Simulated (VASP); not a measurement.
PbS:

```
CELL_PARAMETERS angstrom
4.08970 0.00000 0.00000
-2.04485 3.54178 0.00000
0.00000 0.00000 3.78817
ATOMIC_POSITIONS crystal
Pb 0.00000 0.00000 0.00000
S 0.66667 0.33333 0.50000
```

Base run:

| Item | Value |
| --- | --- |
| Program | VASP 6.6.1 |
| Functional | PBEsol |
| Potentials or basis | VASP PAW PBE potentials, release 64 (Pb_d, S) |
| Cutoff | 520 eV |
| k mesh | 6 × 6 × 6 |
| Occupations | fermi-dirac, width 0.01 eV |
| Spin | no spin polarisation |

Its results: band gap on the k mesh zero (band 10 reaches 5.18 eV, above the bottom of band 11 at 4.64 eV); pressure -3.0 GPa.

Task: The run is repeated on the same cell with these changes: functional from PBEsol to LDA; potentials or basis from VASP PAW PBE potentials, release 64 (Pb_d, S) to VASP PAW LDA potentials, release 64 (Pb_d, S). What comes out?

Result: Band gap on the k mesh zero (band 10 reaches 5.08 eV, above the bottom of band 11 at 4.49 eV); pressure -4.5 GPa.

Caveats: spin-orbit coupling is left out, which moves the levels of the heavy elements; the PAW data sets were made with another functional, which shifts forces and pressure a little (some runs).
